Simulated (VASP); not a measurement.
# Ta2N (P-3m1) in VASP: notebook, part 2 of 2

VASP 6.6.1.

## (3) Single point, PBE (strain +0.025 along x and y, -0.025 along z)

The input, INCAR:

```
PREC     = Accurate       # precision mode
ENCUT    = 520            # plane-wave cutoff, eV
EDIFF    = 1E-6           # SCF threshold, eV
ISMEAR   = 0              # smearing method
SIGMA    = 0.15           # smearing width, eV
LREAL    = False          # projectors in reciprocal space
LASPH    = True           # aspherical terms in the spheres
NELM     = 80             # most SCF steps
ALGO     = Normal         # electronic algorithm
ISIF     = 2              # what is computed and relaxed
LWAVE    = False          # write WAVECAR
LCHARG   = False          # write CHGCAR
GGA      = PE             # functional
NBANDS   = 20             # bands
```

The input, KPOINTS:

```
regular mesh
0
Gamma
  18 18 10
```

The input, POSCAR:

```
Ta2N
1.0
    3.1786685610      0.0000000000      0.0000000000
   -1.5893342805      2.7528077240      0.0000000000
    0.0000000000      0.0000000000      4.7598427878
Ta N
2 1
Direct
    0.6666666667      0.3333333333      0.7449050326
    0.3333333333      0.6666666667      0.2550949674
    0.0000000000      0.0000000000      0.0000000000
```

Potentials or basis: VASP PAW PBE potentials, release 64 (Ta_pv, N).

Run with:

```
$ cat potpaw_PBE.64/Ta_pv/POTCAR potpaw_PBE.64/N/POTCAR > POTCAR
$ mpirun -np 1 vasp_std > vasp.out
```

OUTCAR:

```text
PREC = Accurate
   ENCUT = 520
   EDIFF = 1E-6
   ISMEAR = 0
   LREAL = False
   LASPH = True
   NELM = 80
   ISIF = 2
   GGA = PE

 ion  position               nearest neighbor table
   1  0.667  0.333  0.745-   3 2.20   3 2.20   3 2.20   2 2.97   2 2.97   2 2.97   2 3.04   2 3.04
                             2 3.04
   2  0.333  0.667  0.255-   3 2.20   3 2.20   3 2.20   1 2.97   1 2.97   1 2.97   1 3.04   1 3.04
                             1 3.04
   3  0.000  0.000  0.000-   1 2.20   2 2.20   2 2.20   1 2.20   1 2.20   2 2.20

  LATTYP: Found a hexagonal cell.
 ALAT       =     3.1786685610
 C/A-ratio  =     1.4974328705

  Lattice vectors:

 A1 = (   3.1786685610,   0.0000000000,   0.0000000000)
 A2 = (  -1.5893342805,   2.7528077240,   0.0000000000)
 A3 = (   0.0000000000,   0.0000000000,   4.7598427878)

Analysis of symmetry for initial positions (statically):
=====================================================================
 Subroutine PRICEL returns:
 Original cell was already a primitive cell.

 Routine SETGRP: Setting up the symmetry group for a
 hexagonal supercell.

 Subroutine GETGRP returns: Found 12 space group operations
[... 166 lines left out ...]

 E-fermi :   7.2630     XC(G=0): -12.7438

 val. band max:        7.2579020124   @ k =   0.3333   0.2222   0.4000
 cond. band min:       7.2633843190   @ k =   0.1111   0.0000   0.1000
 fundamental gap:      0.0054823066
 Fermi energy:         7.2629852134

 k-point     1 :       0.0000    0.0000    0.0000
  band No.  band energies     occupation
      1     -28.3937      2.00000
      2     -27.7784      2.00000
      3     -27.7784      2.00000
      4     -27.6300      2.00000
      5     -27.6300      2.00000
      6     -27.4323      2.00000
[... 541 lines left out ...]
     19      11.6447      0.00000
     20      11.9897      0.00000

 [... further k-points ...]

------------------------ aborting loop because EDIFF is reached ----------------------------------------

  FORCE on cell =-STRESS in cart. coord.  units (eV):
  Direction    XX          YY          ZZ          XY          YZ          ZX
  --------------------------------------------------------------------------------------
  -------------------------------------------------------------------------------------
  Total       -2.3467741     -2.3467741      0.2915750      0.0000000      0.0000000      0.0000000
  in kB      -90.2751324    -90.2751324     11.2162366      0.0000000      0.0000000      0.0000000
  external PRESSURE =     -56.4446760 kB  Pullay stress =       0.0000000 kB

 VOLUME and BASIS-vectors are now :
 -----------------------------------------------------------------------------
  energy-cutoff  :      520.00
  volume of cell :       41.65
      direct lattice vectors                 reciprocal lattice vectors
     3.178668561  0.000000000  0.000000000     0.314597128  0.181632737  0.000000000
    -1.589334280  2.752807724  0.000000000     0.000000000  0.363265473  0.000000000
     0.000000000  0.000000000  4.759842788     0.000000000  0.000000000  0.210090972

 POSITION                                       TOTAL-FORCE (eV/Angst)
 -----------------------------------------------------------------------------------
      1.58933      0.91760      3.54563        -0.000000      0.000000      0.451251
     -0.00000      1.83521      1.21421         0.000000     -0.000000     -0.451251
      0.00000      0.00000      0.00000         0.000000      0.000000      0.000000
 -----------------------------------------------------------------------------------
    total drift:                                0.000000     -0.000000      0.000000

  FREE ENERGIE OF THE ION-ELECTRON SYSTEM (eV)
  ---------------------------------------------------
  free  energy   TOTEN  =       -34.3313651135 eV

  energy  without entropy=      -34.3182226364  energy(sigma->0) =      -34.32479387
```

stdout:

```text
POSCAR found type information on POSCAR TaN
 POSCAR found :  2 types and       3 ions
 scaLAPACK will be used
 LDA part: xc-table for (Slater+PW92), standard interpolation
 POSCAR, INCAR and KPOINTS ok, starting setup
 FFT: planning ... GRIDC
 FFT: planning ... GRID_SOFT
 FFT: planning ... GRID
 WAVECAR not read
 entering main loop
```

Run time: 76 s. Hardware: 1 thread of Intel Xeon 6975P-C (Granite Rapids), shared host; peak memory 0.35 GiB.

What came out:

```yaml
Free_energy: -34.3314 eV
Pressure: -5.6 GPa
Largest_force: 0.451 eV/Å
Band_gap_on_the_k_mesh: zero (an odd number of electrons rules out a gap without spin polarisation)
```

Forces in eV/Å, atoms in the order of the input:
```
Ta   0.000  0.000  0.451
Ta   0.000  0.000 -0.451
N    0.000  0.000  0.000
```

Stress tensor (GPa, compression positive):
```
-9.03  0.00  0.00
 0.00 -9.03  0.00
 0.00  0.00  1.12
```

Levels at points of the mesh, in eV from the Fermi level:
```tsv
k point	band 9	band 10	band 11	band 12	band 13	band 14	band 15	band 16	band 17	band 18
(0.00, 0.00, 0.00)	-6.05	-6.05	-4.85	-0.22	-0.19	-0.19	0.02	0.02	0.32	1.14
(0.50, 0.00, 0.00)	-6.30	-6.20	-4.38	-2.66	-1.42	1.51	2.25	3.44	3.80	3.88
(0.00, 0.00, 0.50)	-6.25	-6.25	-2.49	-2.39	-1.24	-1.24	1.69	1.96	2.32	2.32
(0.50, 0.00, 0.50)	-6.38	-6.02	-3.03	-2.17	-2.11	-0.04	0.56	2.89	3.16	3.66
```

Caveat: the cell differs from its parent crystal (strain +0.025 along x and y, -0.025 along z); the cell stands under tension; spin-orbit coupling is left out, which moves the levels of the heavy elements.
